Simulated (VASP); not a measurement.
# LiGeN (Immm) in VASP: a series of runs

The runs below take LiGeN through single point, with PBE.

Program: VASP 6.6.1. These are calculated values, not measurements. Logs are shortened: lines on timing, memory, paths and dates and some standing lists are left out, and cuts for length are marked.

### 1 The cell of the first run

Symmetry: Immm, No. 71, orthorhombic system. The conventional cell has a = 3.886 Å, b = 4.622 Å, c = 5.481 Å, α = 90.00°, β = 90.00°, γ = 90.00°. Li (site symmetry mmm) has 2 Ge at 2.31 Å and 6 N at 2.74 to 3.02 Å within 3.1 Å. Within 2.6 Å of Ge (site symmetry mmm) lie 2 N at 1.94 Å and 2 Li at 2.31 Å. Within 2.6 Å of N (site symmetry mmm) lie 2 Ge at 1.94 Å.

The cell was generated, and may not be a known phase.

### 2 Single point, PBE

INCAR reads:

```
  ALGO = Normal
  EDIFF = 1E-6
  ENCUT = 520
  GGA = PE
  ISIF = 2
  ISMEAR = 0
  LASPH = T
  LCHARG = F
  LREAL = F
  LWAVE = F
  NBANDS = 18
  NELM = 100
  PREC = Accurate
  SIGMA = 0.1
```

KPOINTS reads:

```
k-points
0
Gamma
  6 6 6
```

POSCAR reads:

```
LiGeN
1.0
   -1.9429513800      2.3108861700      2.7406529300
    1.9429513800     -2.3108861700      2.7406529300
    1.9429513800      2.3108861700     -2.7406529300
Li Ge N
1 1 1
Direct
    0.0000000000      0.0000000000      0.0000000000
    0.5000000000      0.0000000000      0.5000000000
    0.5000000000      0.5000000000      0.0000000000
```

Potentials or basis: VASP PAW PBE potentials, release 64 (Li_sv, Ge_d, N).

Launch:

```sh
cat potpaw_PBE.64/Li_sv/POTCAR potpaw_PBE.64/Ge_d/POTCAR potpaw_PBE.64/N/POTCAR > POTCAR
mpirun -np 1 vasp_std > vasp.out
```

OUTCAR:

```text
EDIFF = 1E-6
   ENCUT = 520
   GGA = PE
   ISIF = 2
   ISMEAR = 0
   LASPH = T
   LREAL = F
   NELM = 100
   PREC = Accurate

 ion  position               nearest neighbor table
   1  0.000  0.000  0.000-   2 2.31   2 2.31
   2  0.500  0.000  0.500-   3 1.94   3 1.94   1 2.31   1 2.31
   3  0.500  0.500  0.000-   2 1.94   2 1.94

  LATTYP: Found a body centered orthorhombic cell.
 ALAT       =     3.8859027600
 B/A-ratio  =     1.1893690155
 C/A-ratio  =     1.4105617661

  Lattice vectors:

 A1 = (  -1.9429513800,   2.3108861700,   2.7406529300)
 A2 = (   1.9429513800,  -2.3108861700,   2.7406529300)
 A3 = (   1.9429513800,   2.3108861700,  -2.7406529300)

Analysis of symmetry for initial positions (statically):
=====================================================================
 Subroutine PRICEL returns:
 Original cell was already a primitive cell.

 Routine SETGRP: Setting up the symmetry group for a
 body centered orthorhombic supercell.

 Subroutine GETGRP returns: Found  8 space group operations
 (whereof  8 operations were pure point group operations)
 out of a pool of  8 trial point group operations.

The static configuration has the point symmetry D_2h.

Analysis of symmetry for dynamics (positions and initial velocities):
=====================================================================
 Subroutine PRICEL returns:
 Original cell was already a primitive cell.

 Routine SETGRP: Setting up the symmetry group for a
 body centered orthorhombic supercell.

 Subroutine GETGRP returns: Found  8 space group operations
 (whereof  8 operations were pure point group operations)
 out of a pool of  8 trial point group operations.

The dynamic configuration has the point symmetry D_2h.

 Subroutine INISYM returns: Found  8 space group operations
 (whereof  8 operations are pure point group operations),
 and found     1 'primitive' translations

----------------------------------------------------------------------------------------

                                     Primitive cell

  volume of cell :      49.2215

  direct lattice vectors                    reciprocal lattice vectors
    -1.942951380  2.310886170  2.740652930     0.000000000  0.216367213  0.182438278
[... 84 lines left out ...]
   LSORBIT =      F    spin-orbit coupling
   LASPH  =      T    aspherical Exc in radial PAW
   ENCUT  =  520.0 eV  38.22 Ry    6.18 a.u.   7.58  7.58  7.58*2*pi/ulx,y,z
   NELM   =    100;   NELMIN=  2; NELMDL= -5     # of ELM steps
   EDIFF  = 0.1E-05   stopping-criterion for ELM
   LREAL  =      F    real-space projection
   EDIFFG = 0.1E-04   stopping-criterion for IOM
   NSW    =      0    number of steps for IOM
   IBRION =     -1    ionic relax: 0-MD 1-quasi-New 2-CG
   NFREE  =      0    steps in history (QN), initial steepest desc. (CG)
   ISIF   =      2    stress and relaxation
   ISYM   =      2    0-nonsym 1-usesym 2-fastsym
   POTIM  = 0.5000    time-step for ionic-motion
   TEBEG  =    0.0;   TEEND  =   0.0 temperature during run
   PSTRESS=    0.0 pullay stress
   NELECT =      22.0000    total number of electrons
   NUPDOWN=      -1.0000    fix difference up-down
   EMIN   =  10.00;   EMAX   =-10.00  energy-range for DOS
   EFERMI =   0.00;   METHOD = LEGACY
   ISMEAR =     0;   SIGMA  =   0.10  broadening in eV -4-tet -1-fermi 0-gaus
   EFERMI_NEDOS =   21; number of points for ismear=-14 and -15
   IALGO  =     38    algorithm
   IMIX   =      4    mixing-type and parameters
     AMIX     =   0.40;   BMIX     =  1.00
     AMIX_MAG =   1.60;   BMIX_MAG =  1.00
  volume/ion in A,a.u.               =      16.41       110.72
  Fermi-wavevector in a.u.,A,eV,Ry     =   1.251692  2.365355 21.316702  1.566733
  Thomas-Fermi vector in A             =   2.385628
   LORBIT       =      0    0 simple, 1 ext, 2 COOP (PROOUT), +10 PAW based schemes
   GGA     = PE    functional components
   LHFCALC =     F    Hartree Fock is set to
   AEXX    =    0.0000 exact exchange contribution
   IVDW    =     0    specifies the selected vdW correction
   LEPSILON=     F    determine dielectric tensor
   LRPA    =     F    only Hartree local field effects (RPA)
 non-spin polarized calculation
 Gauss-broadening in eV      SIGMA  =   0.10
  energy-cutoff  :      520.00
  volume of cell :       49.22
 maximum number of plane-waves:      1349
   NGX = 15   NGY = 15   NGZ = 15

 number of electron      21.9999988 magnetization

 Free energy of the ion-electron system (eV)
  ---------------------------------------------------
  ext. energy  EPLUGINS =         0.00000000
  ---------------------------------------------------
  free energy    TOTEN  =       -12.44564320 eV

  energy without entropy =      -12.43863571  energy(sigma->0) =      -12.44213945

 E-fermi :   3.2128     XC(G=0):  -9.1233

 val. band max:        3.1841458985   @ k =   0.3333   0.1667   0.1667
 cond. band min:       3.2755928505   @ k =  -0.3333   0.3333   0.0000
 fundamental gap:      0.0914469520
 Fermi energy:         3.2128207284

 k-point     1 :       0.0000    0.0000    0.0000
  band No.  band energies     occupation
      1     -43.4847      2.00000
      2     -21.7259      2.00000
      3     -21.6559      2.00000
      4     -21.6342      2.00000
      5     -21.6187      2.00000
      6     -21.5262      2.00000
[... 481 lines left out ...]
      5     -21.6170      2.00000
      6     -21.5311      2.00000
[... 10 lines left out ...]
     17      11.9269      0.00000
     18      12.8418      0.00000

 [... further k-points ...]

------------------------ aborting loop because EDIFF is reached ----------------------------------------

  FORCE on cell =-STRESS in cart. coord.  units (eV):
  Direction    XX          YY          ZZ          XY          YZ          ZX
  --------------------------------------------------------------------------------------
  -------------------------------------------------------------------------------------
  Total       -2.2631139      5.3548326     -1.8913253      0.0000000      0.0000000      0.0000000
  in kB      -73.6652160    174.3018378    -61.5633569      0.0000000      0.0000000      0.0000000
  external PRESSURE =      13.0244216 kB  Pullay stress =       0.0000000 kB

 VOLUME and BASIS-vectors are now :
 -----------------------------------------------------------------------------
  energy-cutoff  :      520.00
  volume of cell :       49.22
      direct lattice vectors                 reciprocal lattice vectors
    -1.942951380  2.310886170  2.740652930     0.000000000  0.216367213  0.182438278
     1.942951380 -2.310886170  2.740652930     0.257340459  0.000000000  0.182438278
     1.942951380  2.310886170 -2.740652930     0.257340459  0.216367213  0.000000000

 POSITION                                       TOTAL-FORCE (eV/Angst)
 -----------------------------------------------------------------------------------
      0.00000      0.00000      0.00000         0.000000     -0.000000     -0.000000
      0.00000      2.31089      0.00000        -0.000000     -0.000000     -0.000000
      0.00000      0.00000      2.74065         0.000000      0.000000      0.000000
 -----------------------------------------------------------------------------------
    total drift:                               -0.000000     -0.000000      0.000000

  FREE ENERGIE OF THE ION-ELECTRON SYSTEM (eV)
  ---------------------------------------------------
  free  energy   TOTEN  =       -12.4456431994 eV

  energy  without entropy=      -12.4386357088  energy(sigma->0) =      -12.44213945
```

OSZICAR:

```text
N       E                     dE             d eps       ncg     rms          rms(c)
DAV:   1     0.145949410496E+03    0.14595E+03   -0.10681E+04  1788   0.241E+03
DAV:   2     0.606529699010E+01   -0.13988E+03   -0.13449E+03  1886   0.480E+02
DAV:   3    -0.131677828515E+02   -0.19233E+02   -0.18977E+02  1886   0.117E+02
DAV:   4    -0.139326980225E+02   -0.76492E+00   -0.76212E+00  2220   0.247E+01
DAV:   5    -0.139600044557E+02   -0.27306E-01   -0.27295E-01  2268   0.428E+00    0.759E+00
DAV:   6    -0.130955910605E+02    0.86441E+00   -0.24216E+01  2196   0.218E+01    0.599E+00
DAV:   7    -0.124570093243E+02    0.63858E+00   -0.40339E+00  1966   0.792E+00    0.177E+00
DAV:   8    -0.124495301107E+02    0.74792E-02   -0.26552E-01  1816   0.335E+00    0.525E-01
DAV:   9    -0.124452399239E+02    0.42902E-02   -0.39236E-02  2194   0.939E-01    0.218E-01
DAV:  10    -0.124456856189E+02   -0.44570E-03   -0.27484E-03  1924   0.397E-01    0.635E-02
DAV:  11    -0.124456373336E+02    0.48285E-04   -0.74329E-04  2168   0.128E-01    0.182E-02
DAV:  12    -0.124456437147E+02   -0.63811E-05   -0.33658E-05  1878   0.461E-02    0.115E-02
DAV:  13    -0.124456431994E+02    0.51524E-06   -0.27961E-06  1950   0.122E-02
   1 F= -.12445643E+02 E0= -.12442139E+02  d E =-.700749E-02
```

It took 20 s on 1 thread of Intel Xeon 6975P-C (Granite Rapids), shared host; peak memory 0.19 GiB.

What came out:

* Free energy: -12.4456 eV
* Band gap on the k mesh: zero (bands 11 and 12 overlap by 1.22 eV)

Levels at points of the mesh, in eV from the Fermi level:
| k point | band 8 | band 9 | band 10 | band 11 | band 12 | band 13 | band 14 | band 15 |
| --- | --- | --- | --- | --- | --- | --- | --- | --- |
| (0.00, 0.00, 0.00) | -5.57 | -4.98 | -2.85 | -2.44 | 1.84 | 3.09 | 4.07 | 6.16 |
| (0.50, 0.00, 0.00) | -5.74 | -5.04 | -4.85 | -2.36 | 2.42 | 2.92 | 4.36 | 5.84 |
| (0.00, 0.50, 0.00) | -9.77 | -2.43 | -2.17 | -0.87 | -0.85 | 1.80 | 5.52 | 6.99 |
| (0.50, 0.50, 0.00) | -9.83 | -2.65 | -2.56 | -0.85 | 0.11 | 1.59 | 5.00 | 6.72 |
| (0.50, 0.50, 0.50) | -6.00 | -4.86 | -4.52 | -4.41 | 2.19 | 2.82 | 3.04 | 6.51 |

Caveat: the cutoff is under 1.25 times the usual one of these potentials, so pressure, stress and relaxed cells hold a basis-set (Pulay) error.

### 3 Single point, PBE

This run uses another cell than the first one, of 19.02 Å³/atom.

INCAR reads:

```
  PREC = Accurate
  ENCUT = 520
  EDIFF = 1E-7
  ISMEAR = 0
  SIGMA = 0.1
  LREAL = F
  LASPH = T
  NELM = 80
  ALGO = Normal
  ISIF = 2
  LWAVE = F
  LCHARG = F
  GGA = PE
  NBANDS = 18
```

KPOINTS reads:

```
Automatic mesh
0
Gamma
  6 6 6
```

POSCAR reads:

```
LiGeN
1.0
   -1.9122663649      3.8089672180      1.9581106974
    1.9122663649     -3.8089672180      1.9581106974
    1.9122663649      3.8089672180     -1.9581106974
Li Ge N
1 1 1
Direct
    0.0000000000      0.0000000000      0.0000000000
    0.5000000000      0.0000000000      0.5000000000
    0.5000000000      0.5000000000      0.0000000000
```

Potentials or basis: VASP PAW PBE potentials, release 64 (Li_sv, Ge_d, N).

Launch:

```sh
cat potpaw_PBE.64/Li_sv/POTCAR potpaw_PBE.64/Ge_d/POTCAR potpaw_PBE.64/N/POTCAR > POTCAR
mpirun -np 1 vasp_std > vasp.out
```

OUTCAR:

```text
PREC = Accurate
   ENCUT = 520
   EDIFF = 1E-7
   ISMEAR = 0
   LREAL = F
   LASPH = T
   NELM = 80
   ISIF = 2
   GGA = PE

 ion  position               nearest neighbor table
   1  0.000  0.000  0.000-   3 1.96   3 1.96   2 2.74   2 2.74   2 2.74   2 2.74
   2  0.500  0.000  0.500-   3 1.91   3 1.91   1 2.74   1 2.74   1 2.74   1 2.74
   3  0.500  0.500  0.000-   2 1.91   2 1.91   1 1.96   1 1.96

  LATTYP: Found a body centered orthorhombic cell.
[... 700 lines left out ...]

  FORCE on cell =-STRESS in cart. coord.  units (eV):
  Direction    XX          YY          ZZ          XY          YZ          ZX
  --------------------------------------------------------------------------------------
  -------------------------------------------------------------------------------------
  Total       -0.0567884      0.0193745      0.0467392      0.0000000      0.0000000      0.0000000
  in kB       -1.5948414      0.5441111      1.3126208      0.0000000      0.0000000      0.0000000
  external PRESSURE =       0.0872968 kB  Pullay stress =       0.0000000 kB

 VOLUME and BASIS-vectors are now :
 -----------------------------------------------------------------------------
  energy-cutoff  :      520.00
  volume of cell :       57.05
      direct lattice vectors                 reciprocal lattice vectors
    -1.912266365  3.808967218  1.958110697     0.000000000  0.131269179  0.255348179
     1.912266365 -3.808967218  1.958110697     0.261469850  0.000000000  0.255348179
     1.912266365  3.808967218 -1.958110697     0.261469850  0.131269179  0.000000000

 POSITION                                       TOTAL-FORCE (eV/Angst)
 -----------------------------------------------------------------------------------
      0.00000      0.00000      0.00000        -0.000000     -0.000000     -0.000000
      0.00000      3.80897      0.00000         0.000000      0.000000      0.000000
      0.00000      0.00000      1.95811        -0.000000     -0.000000     -0.000000
 -----------------------------------------------------------------------------------
    total drift:                                0.000000      0.000000     -0.000000

  FREE ENERGIE OF THE ION-ELECTRON SYSTEM (eV)
  ---------------------------------------------------
  free  energy   TOTEN  =       -13.7487718153 eV

  energy  without entropy=      -13.7438274738  energy(sigma->0) =      -13.74629964
```

Run time: 27 s. Hardware: 1 thread of Intel Xeon 6975P-C (Granite Rapids), shared host; peak memory 0.22 GiB.

Results:

* Free energy: -13.7488 eV
* Band gap on the k mesh: zero (bands 11 and 12 overlap by 0.15 eV)

Caveat: the cutoff is under 1.25 times the usual one of these potentials, so pressure, stress and relaxed cells hold a basis-set (Pulay) error.

The gap in the log of VASP goes by the Fermi energy; the results here count the filled bands.